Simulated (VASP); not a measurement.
Crystal: ScAl3.

```xyz
4
Lattice="4.0878 0.0000 0.0000 0.0000 4.0878 0.0000 0.0000 0.0000 4.0878" Properties=species:S:1:pos:R:3 pbc="T T T"
Sc    0.0000    0.0000    0.0000
Al    2.0439    0.0000    2.0439
Al    0.0000    2.0439    2.0439
Al    2.0439    2.0439    0.0000
```

Base run:

| Item | Value |
| --- | --- |
| Program | VASP 6.6.1 |
| Functional | BLYP |
| Potentials or basis | VASP PAW PBE potentials, release 64 (Sc_sv, Al) |
| Cutoff | 520 eV |
| k mesh | 5 × 5 × 5 |
| Occupations | methfessel-paxton, width 0.15 eV |
| Spin | no spin polarisation |

Its results: band gap on the k mesh zero (band 10 reaches 8.64 eV, above the bottom of band 11 at 5.50 eV); pressure 3.8 GPa.

Q: The run is repeated on the same cell with these changes: functional from BLYP to LDA; potentials or basis from VASP PAW PBE potentials, release 64 (Sc_sv, Al) to VASP PAW LDA potentials, release 64 (Sc_sv, Al). What comes out?

A: Band gap on the k mesh zero (band 10 reaches 7.86 eV, above the bottom of band 11 at 4.81 eV); pressure -3.7 GPa.

Caveats: the PAW data sets were made with another functional, which shifts forces and pressure a little (some runs).
